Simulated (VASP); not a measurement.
# SiNi3 (Pm-3m) in VASP: notebook

SiNi3 is run at these levels: PBE; tasks: single point.

All numbers are computed with VASP 6.6.1; they aren't measurements. Logs are shortened: lines on timing, memory, paths and dates and some standing lists are left out, and cuts for length are marked.

## Step 1: The cell of the first run

It takes space group Pm-3m (No. 221, cubic). The conventional cell has a = 3.542 Å, b = 3.542 Å, c = 3.542 Å, α = 90.00°, β = 90.00°, γ = 90.00°. Si (site symmetry m-3m) has 12 Ni at 2.50 Å within 3.3 Å. Within 3.3 Å of Ni (site symmetry 4/mmm) lie 4 Si at 2.50 Å and 8 Ni at 2.50 Å.

## Step 2: Single point, PBE, collinear spin, ferromagnetic start

INCAR

```
  PREC = Accurate
  ENCUT = 520
  EDIFF = 1E-6
  ISMEAR = 0
  SIGMA = 0.1
  LREAL = False
  LASPH = True
  NELM = 150
  ALGO = Normal
  ISIF = 2
  LWAVE = False
  LCHARG = False
  ISPIN = 2
  MAGMOM = 0 2 2 2
  LORBIT = 11
  LMAXMIX = 4
  GGA = PE
  NBANDS = 29
```

KPOINTS

```
regular mesh
0
Gamma
  6 6 6
```

POSCAR

```
SiNi3
1.0
    3.5420000000      0.0000000000      0.0000000000
    0.0000000000      3.5420000000      0.0000000000
    0.0000000000      0.0000000000      3.5420000000
Si Ni
1 3
Direct
    0.0000000000      0.0000000000      0.0000000000
    0.0000000000      0.5000000000      0.5000000000
    0.5000000000      0.0000000000      0.5000000000
    0.5000000000      0.5000000000      0.0000000000
```

Potentials or basis: VASP PAW PBE potentials, release 64 (Si, Ni).

Command:

```console
$ cat potpaw_PBE.64/Si/POTCAR potpaw_PBE.64/Ni/POTCAR > POTCAR
$ mpirun -np 1 vasp_std > vasp.out
```

OUTCAR:

```text
PREC = Accurate
   ENCUT = 520
   EDIFF = 1E-6
   ISMEAR = 0
   LREAL = False
   LASPH = True
   NELM = 150
   ISIF = 2
   ISPIN = 2
   LORBIT = 11
   GGA = PE

 ion  position               nearest neighbor table
   1  0.000  0.000  0.000-   2 2.50   3 2.50   4 2.50   2 2.50   3 2.50   2 2.50   4 2.50   2 2.50
                             3 2.50   4 2.50   3 2.50   4 2.50
   2  0.000  0.500  0.500-   1 2.50   3 2.50   4 2.50   1 2.50   4 2.50   1 2.50   3 2.50   1 2.50
                             3 2.50   4 2.50   4 2.50   3 2.50
   3  0.500  0.000  0.500-   1 2.50   2 2.50   4 2.50   1 2.50   4 2.50   2 2.50   4 2.50   4 2.50
                             1 2.50   2 2.50   1 2.50   2 2.50
   4  0.500  0.500  0.000-   1 2.50   2 2.50   3 2.50   2 2.50   3 2.50   1 2.50   3 2.50   3 2.50
                             1 2.50   2 2.50   2 2.50   1 2.50

  LATTYP: Found a simple cubic cell.
 ALAT       =     3.5420000000

  Lattice vectors:

 A1 = (   3.5420000000,   0.0000000000,   0.0000000000)
 A2 = (   0.0000000000,   3.5420000000,   0.0000000000)
 A3 = (   0.0000000000,   0.0000000000,   3.5420000000)

Analysis of symmetry for initial positions (statically):
=====================================================================
 Subroutine PRICEL returns:
 Original cell was already a primitive cell.

 Routine SETGRP: Setting up the symmetry group for a
 simple cubic supercell.

 Subroutine GETGRP returns: Found 48 space group operations
 (whereof 48 operations were pure point group operations)
 out of a pool of 48 trial point group operations.

The static configuration has the point symmetry O_h .

Analysis of symmetry for dynamics (positions and initial velocities):
=====================================================================
 Subroutine PRICEL returns:
 Original cell was already a primitive cell.

 Routine SETGRP: Setting up the symmetry group for a
 simple cubic supercell.

 Subroutine GETGRP returns: Found 48 space group operations
 (whereof 48 operations were pure point group operations)
 out of a pool of 48 trial point group operations.

The dynamic configuration has the point symmetry O_h .

Analysis of structural, dynamic, and magnetic symmetry:
=====================================================================
 Subroutine PRICEL returns:
 Original cell was already a primitive cell.

 Routine SETGRP: Setting up the symmetry group for a
 simple cubic supercell.

 Subroutine GETGRP returns: Found 48 space group operations
 (whereof 48 operations were pure point group operations)
 out of a pool of 48 trial point group operations.

The overall configuration has the point symmetry O_h .

 Subroutine INISYM returns: Found 48 space group operations
 (whereof 48 operations are pure point group operations),
 and found     1 'primitive' translations

----------------------------------------------------------------------------------------

                                     Primitive cell

  volume of cell :      44.4371

  direct lattice vectors                    reciprocal lattice vectors
     3.542000000  0.000000000  0.000000000     0.282326369  0.000000000  0.000000000
     0.000000000  3.542000000  0.000000000     0.000000000  0.282326369  0.000000000
     0.000000000  0.000000000  3.542000000     0.000000000  0.000000000  0.282326369

  length of vectors
     3.542000000  3.542000000  3.542000000     0.282326369  0.282326369  0.282326369

  position of ions in fractional coordinates (direct lattice)
     0.000000000  0.000000000  0.000000000
     0.000000000  0.500000000  0.500000000
     0.500000000  0.000000000  0.500000000
     0.500000000  0.500000000  0.000000000

  ion indices of the primitive-cell ions
   primitive index   ion index
                 1           1
                 2           2
                 3           3
                 4           4

----------------------------------------------------------------------------------------

 KPOINTS: regular mesh

Automatic generation of k-mesh.
 Grid dimensions read from file:
 generate k-points for:    6    6    6

 Generating k-lattice:

  Cartesian coordinates                     Fractional coordinates (reciprocal lattice)
     0.047054395  0.000000000  0.000000000     0.166666667  0.000000000  0.000000000
     0.000000000  0.047054395  0.000000000     0.000000000  0.166666667  0.000000000
     0.000000000  0.000000000  0.047054395     0.000000000  0.000000000  0.166666667

  Length of vectors
     0.047054395  0.047054395  0.047054395

  Shift w.r.t. Gamma in fractional coordinates (k-lattice)
     0.000000000  0.000000000  0.000000000

 Subroutine IBZKPT returns following result:
 ===========================================

 Found     20 irreducible k-points:

 Following reciprocal coordinates:
            Coordinates               Weight
  0.000000  0.000000  0.000000      1.000000
  0.166667  0.000000  0.000000      6.000000
  0.333333  0.000000  0.000000      6.000000
  0.500000  0.000000  0.000000      3.000000
  0.166667  0.166667  0.000000     12.000000
  0.333333  0.166667  0.000000     24.000000
[... 12 lines left out ...]
  0.500000  0.500000  0.333333      6.000000
  0.500000  0.500000  0.500000      1.000000
   k-points           NKPTS =     20   k-points in BZ     NKDIM =     20   number of bands    NBANDS=     29
   number of dos      NEDOS =    301   number of ions     NIONS =      4
   total plane-waves  NPLWV =  21952
   dimension x,y,z NGX =    28 NGY =   28 NGZ =   28
   dimension x,y,z NGXF=    56 NGYF=   56 NGZF=   56
   ions per type =               1   3
   NGX,Y,Z   is equivalent  to a cutoff of  13.14, 13.14, 13.14 a.u.
   NGXF,Y,Z  is equivalent  to a cutoff of  26.28, 26.28, 26.28 a.u.
 SYSTEM =  unknown system
   PREC   = accura    normal or accurate (medium, high low for compatibility)
   ISTART =      0    job   : 0-new  1-cont  2-samecut
   ICHARG =      2    charge: 1-file 2-atom 10-const
   ISPIN  =      2    spin polarized calculation?
   LNONCOLLINEAR =      F non collinear calculations
   LSORBIT =      F    spin-orbit coupling
   LASPH  =      T    aspherical Exc in radial PAW
   ENCUT  =  520.0 eV  38.22 Ry    6.18 a.u.   6.59  6.59  6.59*2*pi/ulx,y,z
   NELM   =    150;   NELMIN=  2; NELMDL= -5     # of ELM steps
   EDIFF  = 0.1E-05   stopping-criterion for ELM
   LREAL  =      F    real-space projection
   EDIFFG = 0.1E-04   stopping-criterion for IOM
   NSW    =      0    number of steps for IOM
   IBRION =     -1    ionic relax: 0-MD 1-quasi-New 2-CG
   NFREE  =      0    steps in history (QN), initial steepest desc. (CG)
   ISIF   =      2    stress and relaxation
   ISYM   =      2    0-nonsym 1-usesym 2-fastsym
   POTIM  = 0.5000    time-step for ionic-motion
   TEBEG  =    0.0;   TEEND  =   0.0 temperature during run
   PSTRESS=    0.0 pullay stress
   NELECT =      34.0000    total number of electrons
   NUPDOWN=      -1.0000    fix difference up-down
   EMIN   =  10.00;   EMAX   =-10.00  energy-range for DOS
   EFERMI =   0.00;   METHOD = LEGACY
   ISMEAR =     0;   SIGMA  =   0.10  broadening in eV -4-tet -1-fermi 0-gaus
   EFERMI_NEDOS =   21; number of points for ismear=-14 and -15
   IALGO  =     38    algorithm
   IMIX   =      4    mixing-type and parameters
     AMIX     =   0.40;   BMIX     =  1.00
     AMIX_MAG =   1.60;   BMIX_MAG =  1.00
  volume/ion in A,a.u.               =      11.11        74.97
  Fermi-wavevector in a.u.,A,eV,Ry     =   1.497336  2.829555 30.504465  2.242015
  Thomas-Fermi vector in A             =   2.609237
   LORBIT       =     11    0 simple, 1 ext, 2 COOP (PROOUT), +10 PAW based schemes
   GGA     = PE    functional components
   LHFCALC =     F    Hartree Fock is set to
   AEXX    =    0.0000 exact exchange contribution
   IVDW    =     0    specifies the selected vdW correction
   LEPSILON=     F    determine dielectric tensor
   LRPA    =     F    only Hartree local field effects (RPA)
 spin polarized calculation
 Gauss-broadening in eV      SIGMA  =   0.10
  energy-cutoff  :      520.00
  volume of cell :       44.44
 maximum number of plane-waves:      1222
 NGX is ok and might be reduce to    28
   NGX = 13   NGY = 13   NGZ = 13

 number of electron      33.9999988 magnetization      -0.0036763

 number of electron      33.9999988 magnetization       0.0012870

 Free energy of the ion-electron system (eV)
  ---------------------------------------------------
  ext. energy  EPLUGINS =         0.00000000
  ---------------------------------------------------
  free energy    TOTEN  =       -23.65924075 eV

  energy without entropy =      -23.65030073  energy(sigma->0) =      -23.65477074

 E-fermi :  10.2140     XC(G=0): -12.9306

 val. band max:       10.1859482350   @ k =   0.5000   0.5000   0.3333
 cond. band min:      10.2316974150   @ k =   0.0000   0.0000   0.0000
 fundamental gap:      0.0457491800
 Fermi energy:        10.2140369855

 spin component 1

 k-point     1 :       0.0000    0.0000    0.0000
  band No.  band energies     occupation
      1      -1.4824      1.00000
      2       5.5256      1.00000
      3       6.3351      1.00000
      4       6.3351      1.00000
      5       6.8322      1.00000
      6       6.8322      1.00000
[... 21 lines left out ...]
     28      24.0260      0.00000
     29      24.0267      0.00000

 k-point     2 :       0.1667    0.0000    0.0000
  band No.  band energies     occupation
      1      -1.1688      1.00000
      2       5.4161      1.00000
      3       5.9931      1.00000
      4       6.5515      1.00000
      5       6.7963      1.00000
      6       6.7963      1.00000
[... 21 lines left out ...]
     28      22.8033      0.00000
     29      23.9515      0.00000

 k-point     3 :       0.3333    0.0000    0.0000
  band No.  band energies     occupation
      1      -0.2984      1.00000
      2       3.8787      1.00000
      3       6.2556      1.00000
      4       6.6765      1.00000
      5       6.6765      1.00000
      6       7.0878      1.00000
[... 509 lines left out ...]
      4       6.2225      1.00000
      5       6.5213      1.00000
      6       7.1159      1.00000
[... 21 lines left out ...]
     28      28.6164      0.00000
     29      28.6422      0.00000

 k-point    20 :       0.5000    0.5000    0.5000
  band No.  band energies     occupation
      1       2.2235      1.00000
      2       6.1162      1.00000
      3       6.1162      1.00000
      4       6.1162      1.00000
      5       6.5990      1.00000
      6       6.5990      1.00000
[... 21 lines left out ...]
     28      26.7976      0.00000
     29      31.2438      0.00000
 Fermi energy:        10.2140369855

 spin component 2

 k-point     1 :       0.0000    0.0000    0.0000
  band No.  band energies     occupation
      1      -1.4825      1.00000
      2       5.5257      1.00000
      3       6.3354      1.00000
      4       6.3354      1.00000
      5       6.8329      1.00000
      6       6.8329      1.00000
[... 21 lines left out ...]
     28      24.0261      0.00000
     29      24.0266      0.00000

 k-point     2 :       0.1667    0.0000    0.0000
  band No.  band energies     occupation
      1      -1.1690      1.00000
      2       5.4162      1.00000
      3       5.9932      1.00000
      4       6.5518      1.00000
      5       6.7968      1.00000
      6       6.7968      1.00000
[... 21 lines left out ...]
     28      22.8033      0.00000
     29      23.9514      0.00000

 k-point     3 :       0.3333    0.0000    0.0000
  band No.  band energies     occupation
      1      -0.2985      1.00000
      2       3.8786      1.00000
      3       6.2558      1.00000
      4       6.6768      1.00000
      5       6.6768      1.00000
      6       7.0882      1.00000
[... 510 lines left out ...]
      5       6.5213      1.00000
      6       7.1162      1.00000
[... 21 lines left out ...]
     28      28.6161      0.00000
     29      28.6165      0.00000

 k-point    20 :       0.5000    0.5000    0.5000
  band No.  band energies     occupation
      1       2.2234      1.00000
      2       6.1167      1.00000
      3       6.1167      1.00000
      4       6.1167      1.00000
      5       6.5988      1.00000
      6       6.5988      1.00000
[... 21 lines left out ...]
     28      26.7974      0.00000
     29      31.2448      0.00000

------------------------ aborting loop because EDIFF is reached ----------------------------------------

  FORCE on cell =-STRESS in cart. coord.  units (eV):
  Direction    XX          YY          ZZ          XY          YZ          ZX
  --------------------------------------------------------------------------------------
  -------------------------------------------------------------------------------------
  Total       -1.6396331     -1.6396331     -1.6396331      0.0000000      0.0000000     -0.0000000
  in kB      -59.1168924    -59.1168924    -59.1168924      0.0000000      0.0000000     -0.0000000
  external PRESSURE =     -59.1168924 kB  Pullay stress =       0.0000000 kB

 VOLUME and BASIS-vectors are now :
 -----------------------------------------------------------------------------
  energy-cutoff  :      520.00
  volume of cell :       44.44
      direct lattice vectors                 reciprocal lattice vectors
     3.542000000  0.000000000  0.000000000     0.282326369  0.000000000  0.000000000
     0.000000000  3.542000000  0.000000000     0.000000000  0.282326369  0.000000000
     0.000000000  0.000000000  3.542000000     0.000000000  0.000000000  0.282326369

 POSITION                                       TOTAL-FORCE (eV/Angst)
 -----------------------------------------------------------------------------------
      0.00000      0.00000      0.00000         0.000000      0.000000      0.000000
      0.00000      1.77100      1.77100         0.000000      0.000000      0.000000
      1.77100      0.00000      1.77100         0.000000      0.000000      0.000000
      1.77100      1.77100      0.00000         0.000000      0.000000      0.000000
 -----------------------------------------------------------------------------------
    total drift:                                0.000000      0.000000      0.000000

  FREE ENERGIE OF THE ION-ELECTRON SYSTEM (eV)
  ---------------------------------------------------
  free  energy   TOTEN  =       -23.6592407492 eV

  energy  without entropy=      -23.6503007328  energy(sigma->0) =      -23.65477074

 total charge

# of ion       s       p       d       tot
------------------------------------------
    1        0.731   0.803   0.000   1.534
    2        0.471   0.538   8.395   9.404
    3        0.471   0.538   8.395   9.404
    4        0.471   0.538   8.395   9.404
--------------------------------------------------
tot          2.144   2.419  25.185  29.747

 magnetization (x)

# of ion       s       p       d       tot
------------------------------------------
    1       -0.000  -0.000   0.000  -0.000
    2       -0.000  -0.000   0.000   0.000
    3       -0.000  -0.000   0.000   0.000
    4       -0.000  -0.000   0.000   0.000
--------------------------------------------------
tot         -0.000  -0.000   0.001   0.001
```

Run time: 56 s. Hardware: 1 thread of AMD EPYC 7R43 (Zen 3), shared host; peak memory 0.15 GiB.

What came out:

```yaml
Free_energy: -23.6592 eV
Pressure: -5.9 GPa
Band_gap_on_the_k_mesh: zero (filled and empty bands overlap)
Net_moment: 0.00 μB per cell
Valence_electrons_inside_the_program's_atomic_spheres: Si 1.53; Ni 9.40
```

Caveat: the starting moments collapsed, and a magnetic state may lie lower.

## Step 3: Single point, PBE (volume scaled by 0.97)

INCAR

```
SYSTEM = SiNi3
PREC     = Accurate       ! precision mode
ENCUT    = 520            ! plane-wave cutoff, eV
EDIFF    = 1E-7           ! SCF threshold, eV
ISMEAR   = 0              ! smearing method
SIGMA    = 0.1            ! smearing width, eV
LREAL    = .FALSE.        ! projectors in reciprocal space
LASPH    = .TRUE.         ! aspherical terms in the spheres
NELM     = 100            ! most SCF steps
ALGO     = Normal         ! electronic algorithm
ISIF     = 2              ! what is computed and relaxed
LWAVE    = .FALSE.        ! write WAVECAR
LCHARG   = .FALSE.        ! write CHGCAR
GGA      = PE             ! functional
NBANDS   = 25             ! bands
```

KPOINTS

```
Automatic mesh
0
G
  12 12 12
  0 0 0
```

POSCAR

```
SiNi3
1.0
    3.4708482770      0.0000000000      0.0000000000
    0.0000000000      3.4708482770      0.0000000000
    0.0000000000      0.0000000000      3.4708482770
Si Ni
1 3
Direct
    0.0000000000      0.0000000000      0.0000000000
    0.0000000000      0.5000000000      0.5000000000
    0.5000000000      0.0000000000      0.5000000000
    0.5000000000      0.5000000000      0.0000000000
```

Potentials or basis: VASP PAW PBE potentials, release 64 (Si, Ni).

Command:

```console
$ cat potpaw_PBE.64/Si/POTCAR potpaw_PBE.64/Ni/POTCAR > POTCAR
$ mpirun -np 1 vasp_std > vasp.out
```

Run time: 2.3 min. Hardware: 1 thread of AMD EPYC 7R43 (Zen 3), shared host; peak memory 0.16 GiB.

The run converged. Its results:

* Free energy: -23.6587 eV
* Pressure: 7.0 GPa
* Band gap on the k mesh: zero (band 17 reaches 11.15 eV, above the bottom of band 18 at 10.90 eV)

Levels at points of the mesh, in eV from the Fermi level:
```csv
k point,band 15,band 16,band 17,band 18,band 19,band 20
"(0.00, 0.00, 0.00)",-0.65,-0.31,0.04,0.04,0.04,5.11
"(0.50, 0.00, 0.00)",-1.20,-0.58,0.04,3.72,3.72,5.34
"(0.50, 0.50, 0.00)",-1.16,-1.06,-0.99,0.68,0.68,5.78
"(0.50, 0.50, 0.50)",-1.30,-0.45,-0.21,-0.21,-0.21,1.34
```
